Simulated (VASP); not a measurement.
# Hf (P6_3/mmc) in VASP: notebook

Runs on Hf. Level: PBE. Tasks: single point.

All numbers are computed with VASP 6.6.1; they aren't measurements. Logs are shortened: lines on timing, memory, paths and dates and some standing lists are left out, and cuts for length are marked.

### Step 1. The cell of the first run

The structure is hexagonal, space group P6_3/mmc (No. 194). Conventional cell: a = 3.207 Å, b = 3.207 Å, c = 5.075 Å, α = 90.00°, β = 90.00°, γ = 120.00°. Hf (site symmetry -6m2) has 12 Hf at 3.14 to 3.21 Å within 4.1 Å.

### Step 2. Single point, PBE (volume scaled by 1.01)

Input file INCAR:

```
ALGO = Normal
EDIFF = 1E-6
ENCUT = 520
GGA = PE
ISIF = 2
ISMEAR = -1
LASPH = T
LCHARG = F
LREAL = F
LWAVE = F
NBANDS = 17
NELM = 80
PREC = Accurate
SIGMA = 0.05
```

Input file KPOINTS:

```
k-points
0
Gamma
  13 13 7
```

Input file POSCAR:

```
Hf
1.0
    3.2073188631      0.0000000000      0.0000000000
   -1.6036594315      2.7776196135      0.0000000000
    0.0000000000      0.0000000000      5.0746034457
Hf
2
Direct
    0.3333333333      0.6666666667      0.2500000000
    0.6666666667      0.3333333333      0.7500000000
```

Potentials or basis: VASP PAW PBE potentials, release 64 (Hf_pv).

Command:

```bash
> cat potpaw_PBE.64/Hf_pv/POTCAR > POTCAR
> mpirun -np 1 vasp_std > vasp.out
```

OUTCAR:

```text
EDIFF = 1E-6
   ENCUT = 520
   GGA = PE
   ISIF = 2
   ISMEAR = -1
   LASPH = T
   LREAL = F
   NELM = 80
   PREC = Accurate

 ion  position               nearest neighbor table
   1  0.333  0.667  0.250-   2 3.14   2 3.14   2 3.14   2 3.14   2 3.14   2 3.14
   2  0.667  0.333  0.750-   1 3.14   1 3.14   1 3.14   1 3.14   1 3.14   1 3.14

  LATTYP: Found a hexagonal cell.
 ALAT       =     3.2073188631
 C/A-ratio  =     1.5821948681

  Lattice vectors:

 A1 = (   3.2073188631,   0.0000000000,   0.0000000000)
 A2 = (  -1.6036594315,   2.7776196135,   0.0000000000)
 A3 = (   0.0000000000,   0.0000000000,   5.0746034457)

Analysis of symmetry for initial positions (statically):
=====================================================================
 Subroutine PRICEL returns:
 Original cell was already a primitive cell.

 Routine SETGRP: Setting up the symmetry group for a
 hexagonal supercell.

 Subroutine GETGRP returns: Found 24 space group operations
 (whereof 12 operations were pure point group operations)
 out of a pool of 24 trial point group operations.

The static configuration has the point symmetry D_3d.
 The point group associated with its full space group is D_6h.

Analysis of symmetry for dynamics (positions and initial velocities):
=====================================================================
 Subroutine PRICEL returns:
 Original cell was already a primitive cell.

 Routine SETGRP: Setting up the symmetry group for a
 hexagonal supercell.

 Subroutine GETGRP returns: Found 24 space group operations
 (whereof 12 operations were pure point group operations)
 out of a pool of 24 trial point group operations.

The dynamic configuration has the point symmetry D_3d.
 The point group associated with its full space group is D_6h.

 Subroutine INISYM returns: Found 24 space group operations
 (whereof 12 operations are pure point group operations),
 and found     1 'primitive' translations

----------------------------------------------------------------------------------------

                                     Primitive cell

  volume of cell :      45.2082

  direct lattice vectors                    reciprocal lattice vectors
     3.207318863  0.000000000  0.000000000     0.311786898  0.180010250  0.000000000
    -1.603659431  2.777619614  0.000000000     0.000000000  0.360020499  0.000000000
     0.000000000  0.000000000  5.074603446     0.000000000  0.000000000  0.197059733

  length of vectors
     3.207318863  3.207318863  5.074603446     0.360020499  0.360020499  0.197059733

  position of ions in fractional coordinates (direct lattice)
     0.333333333  0.666666667  0.250000000
     0.666666667  0.333333333  0.750000000

  ion indices of the primitive-cell ions
   primitive index   ion index
                 1           1
                 2           2

----------------------------------------------------------------------------------------

 KPOINTS: k-points

Automatic generation of k-mesh.
 Grid dimensions read from file:
 generate k-points for:   13   13    7

 Generating k-lattice:

  Cartesian coordinates                     Fractional coordinates (reciprocal lattice)
     0.023983608  0.013846942  0.000000000     0.076923077 -0.000000000  0.000000000
     0.000000000  0.027693885  0.000000000     0.000000000  0.076923077  0.000000000
     0.000000000  0.000000000  0.028151390     0.000000000  0.000000000  0.142857143

  Length of vectors
     0.027693885  0.027693885  0.028151390

  Shift w.r.t. Gamma in fractional coordinates (k-lattice)
     0.000000000  0.000000000  0.000000000

 Subroutine IBZKPT returns following result:
 ===========================================

 Found     84 irreducible k-points:

 Following reciprocal coordinates:
            Coordinates               Weight
  0.000000  0.000000  0.000000      1.000000
  0.076923  0.000000  0.000000      6.000000
  0.153846  0.000000  0.000000      6.000000
  0.230769  0.000000  0.000000      6.000000
  0.307692  0.000000  0.000000      6.000000
  0.384615  0.000000  0.000000      6.000000
[... 16 lines left out ...]
  0.076923  0.000000  0.142857     12.000000
  0.153846  0.000000  0.142857     12.000000
 [... further k-points ...]
   k-points           NKPTS =     84   k-points in BZ     NKDIM =     84   number of bands    NBANDS=     17
   number of dos      NEDOS =    301   number of ions     NIONS =      2
   total plane-waves  NPLWV =  23040
   dimension x,y,z NGX =    24 NGY =   24 NGZ =   40
   dimension x,y,z NGXF=    48 NGYF=   48 NGZF=   80
   ions per type =               2
   NGX,Y,Z   is equivalent  to a cutoff of  12.44, 12.44, 13.10 a.u.
   NGXF,Y,Z  is equivalent  to a cutoff of  24.88, 24.88, 26.21 a.u.
 SYSTEM =  unknown system
   PREC   = accura    normal or accurate (medium, high low for compatibility)
   ISTART =      0    job   : 0-new  1-cont  2-samecut
   ICHARG =      2    charge: 1-file 2-atom 10-const
   ISPIN  =      1    spin polarized calculation?
   LNONCOLLINEAR =      F non collinear calculations
   LSORBIT =      F    spin-orbit coupling
   LASPH  =      T    aspherical Exc in radial PAW
   ENCUT  =  520.0 eV  38.22 Ry    6.18 a.u.   5.96  5.96  9.44*2*pi/ulx,y,z
   NELM   =     80;   NELMIN=  2; NELMDL= -5     # of ELM steps
   EDIFF  = 0.1E-05   stopping-criterion for ELM
   LREAL  =      F    real-space projection
   EDIFFG = 0.1E-04   stopping-criterion for IOM
   NSW    =      0    number of steps for IOM
   IBRION =     -1    ionic relax: 0-MD 1-quasi-New 2-CG
   NFREE  =      0    steps in history (QN), initial steepest desc. (CG)
   ISIF   =      2    stress and relaxation
   ISYM   =      2    0-nonsym 1-usesym 2-fastsym
   POTIM  = 0.5000    time-step for ionic-motion
   TEBEG  =    0.0;   TEEND  =   0.0 temperature during run
   PSTRESS=    0.0 pullay stress
   NELECT =      20.0000    total number of electrons
   NUPDOWN=      -1.0000    fix difference up-down
   EMIN   =  10.00;   EMAX   =-10.00  energy-range for DOS
   EFERMI =   0.00;   METHOD = LEGACY
   ISMEAR =    -1;   SIGMA  =   0.05  broadening in eV -4-tet -1-fermi 0-gaus
   EFERMI_NEDOS =   21; number of points for ismear=-14 and -15
   IALGO  =     38    algorithm
   IMIX   =      4    mixing-type and parameters
     AMIX     =   0.40;   BMIX     =  1.00
     AMIX_MAG =   1.60;   BMIX_MAG =  1.00
  volume/ion in A,a.u.               =      22.60       152.54
  Fermi-wavevector in a.u.,A,eV,Ry     =   1.247419  2.357281 21.171415  1.556055
  Thomas-Fermi vector in A             =   2.381552
   LORBIT       =      0    0 simple, 1 ext, 2 COOP (PROOUT), +10 PAW based schemes
   GGA     = PE    functional components
   LHFCALC =     F    Hartree Fock is set to
   AEXX    =    0.0000 exact exchange contribution
   IVDW    =     0    specifies the selected vdW correction
   LEPSILON=     F    determine dielectric tensor
   LRPA    =     F    only Hartree local field effects (RPA)
 non-spin polarized calculation
  energy-cutoff  :      520.00
  volume of cell :       45.21
 maximum number of plane-waves:      1235
 NGX is ok and might be reduce to    24
   NGX = 11   NGY = 11   NGZ = 19

 number of electron      20.0000006 magnetization

 Free energy of the ion-electron system (eV)
  ---------------------------------------------------
  ext. energy  EPLUGINS =         0.00000000
  ---------------------------------------------------
  free energy    TOTEN  =       -19.85535488 eV

  energy without entropy =      -19.84239413  energy(sigma->0) =      -19.84887451

 E-fermi :   4.8477     XC(G=0): -11.2364

 val. band max:        4.8471217681   @ k =   0.0000   0.0000   0.4286
 cond. band min:       4.8715156802   @ k =   0.3846   0.2308   0.2857
 fundamental gap:      0.0243939122
 Fermi energy:         4.8477134523

 k-point     1 :       0.0000    0.0000    0.0000
  band No.  band energies     occupation
      1     -26.2374      2.00000
      2     -25.5186      2.00000
      3     -25.5186      2.00000
      4     -25.4004      2.00000
      5     -25.3950      2.00000
      6     -25.3950      2.00000
[... 9 lines left out ...]
     16       7.4626      0.00000
     17      10.1247      0.00000

 k-point     2 :       0.0769    0.0000    0.0000
  band No.  band energies     occupation
      1     -26.2227      2.00000
      2     -25.5501      2.00000
      3     -25.5292      2.00000
      4     -25.4282      2.00000
      5     -25.4073      2.00000
      6     -25.3992      2.00000
[... 9 lines left out ...]
     16       7.2947      0.00000
     17      10.2643      0.00000

 k-point     3 :       0.1538    0.0000    0.0000
  band No.  band energies     occupation
      1     -26.1800      2.00000
      2     -25.6372      2.00000
      3     -25.5577      2.00000
      4     -25.5183      2.00000
      5     -25.4278      2.00000
      6     -25.4117      2.00000
[... 9 lines left out ...]
     16       7.4555      0.00000
     17      10.5527      0.00000

 k-point     4 :       0.2308    0.0000    0.0000
  band No.  band energies     occupation
      1     -26.1145      2.00000
      2     -25.7603      2.00000
      3     -25.6405      2.00000
      4     -25.5963      2.00000
      5     -25.4620      2.00000
      6     -25.4305      2.00000
[... 9 lines left out ...]
     16       8.1878      0.00000
     17      10.8405      0.00000
[... 343 lines left out ...]
      1     -26.1986      2.00000
      2     -25.5126      2.00000
      3     -25.5126      2.00000
      4     -25.4448      2.00000
      5     -25.4011      2.00000
      6     -25.4011      2.00000
[... 9 lines left out ...]
     16       7.7605      0.00000
     17      10.1979      0.00000

 k-point    23 :       0.0769    0.0000    0.1429
  band No.  band energies     occupation
      1     -26.1857      2.00000
      2     -25.5431      2.00000
      3     -25.5228      2.00000
      4     -25.4706      2.00000
      5     -25.4139      2.00000
      6     -25.4057      2.00000
[... 9 lines left out ...]
     16       7.6558      0.00000
     17      10.3081      0.00000

 k-point    24 :       0.1538    0.0000    0.1429
  band No.  band energies     occupation
      1     -26.1493      2.00000
      2     -25.6275      2.00000
      3     -25.5536      2.00000
      4     -25.5506      2.00000
      5     -25.4366      2.00000
      6     -25.4190      2.00000
[... 9 lines left out ...]
     16       7.6365      0.00000
     17      10.5392      0.00000

 [... further k-points ...]
[... 5 lines left out ...]
  --------------------------------------------------------------------------------------
  -------------------------------------------------------------------------------------
  Total       -0.1804041     -0.1804041     -0.2572247     -0.0000000      0.0000000     -0.0000000
  in kB       -6.3935205     -6.3935205     -9.1160394     -0.0000000      0.0000000     -0.0000000
  external PRESSURE =      -7.3010268 kB  Pullay stress =       0.0000000 kB

 VOLUME and BASIS-vectors are now :
 -----------------------------------------------------------------------------
  energy-cutoff  :      520.00
  volume of cell :       45.21
      direct lattice vectors                 reciprocal lattice vectors
     3.207318863  0.000000000  0.000000000     0.311786898  0.180010250  0.000000000
    -1.603659431  2.777619614  0.000000000     0.000000000  0.360020499  0.000000000
     0.000000000  0.000000000  5.074603446     0.000000000  0.000000000  0.197059733

 POSITION                                       TOTAL-FORCE (eV/Angst)
 -----------------------------------------------------------------------------------
     -0.00000      1.85175      1.26865         0.000000      0.000000      0.000000
      1.60366      0.92587      3.80595        -0.000000      0.000000      0.000000
 -----------------------------------------------------------------------------------
    total drift:                               -0.000000      0.000000     -0.000000

  FREE ENERGIE OF THE ION-ELECTRON SYSTEM (eV)
  ---------------------------------------------------
  free  energy   TOTEN  =       -19.8553548808 eV

  energy  without entropy=      -19.8423941297  energy(sigma->0) =      -19.84887451
```

Run time: 29 s. Hardware: 1 thread of AMD EPYC 9R45 (Zen 5), shared host; peak memory 0.16 GiB.

Results:

| Item | Value |
| --- | --- |
| Free energy | -19.8554 eV |
| Pressure | -0.7 GPa |
| Band gap on the k mesh | zero (band 10 reaches 6.03 eV, above the bottom of band 11 at 4.44 eV) |

Caveat: spin-orbit coupling is left out, which moves the levels of the heavy elements.

### Step 3. Single point, PBE (volume scaled by 1.02)

Input file INCAR:

```
PREC = Accurate
ENCUT = 520
EDIFF = 1E-7
ISMEAR = -1
SIGMA = 0.05
LREAL = False
LASPH = True
NELM = 60
ALGO = Normal
ISIF = 2
LWAVE = False
LCHARG = False
GGA = PE
NBANDS = 17
```

Input file KPOINTS:

```
Automatic mesh
0
Gamma
  13 13 7
```

Input file POSCAR:

```
Hf
1.0
    3.2178693301      0.0000000000      0.0000000000
   -1.6089346650      2.7867565859      0.0000000000
    0.0000000000      0.0000000000      5.0912963404
Hf
2
Direct
    0.3333333333      0.6666666667      0.2500000000
    0.6666666667      0.3333333333      0.7500000000
```

Potentials or basis: VASP PAW PBE potentials, release 64 (Hf_pv).

Command:

```bash
> cat potpaw_PBE.64/Hf_pv/POTCAR > POTCAR
> mpirun -np 1 vasp_std > vasp.out
```

Wall time 29 s (1 thread of AMD EPYC 9R45 (Zen 5), shared host); peak memory 0.16 GiB.

The run converged. Its results:

| Item | Value |
| --- | --- |
| Free energy | -19.8519 eV |
| Pressure | -1.8 GPa |
| Band gap on the k mesh | zero (band 10 reaches 5.95 eV, above the bottom of band 11 at 4.37 eV) |

Stress tensor (GPa, compression positive):
```
-1.66  0.00  0.00
 0.00 -1.66  0.00
 0.00  0.00 -1.97
```

Levels at points of the mesh, in eV from the Fermi level:
| k point | band 7 | band 8 | band 9 | band 10 | band 11 | band 12 | band 13 | band 14 |
| --- | --- | --- | --- | --- | --- | --- | --- | --- |
| (0.00, 0.00, 0.00) | -7.31 | -3.65 | 0.57 | 1.18 | 1.18 | 1.44 | 1.97 | 1.97 |

Caveat: spin-orbit coupling is left out, which moves the levels of the heavy elements.
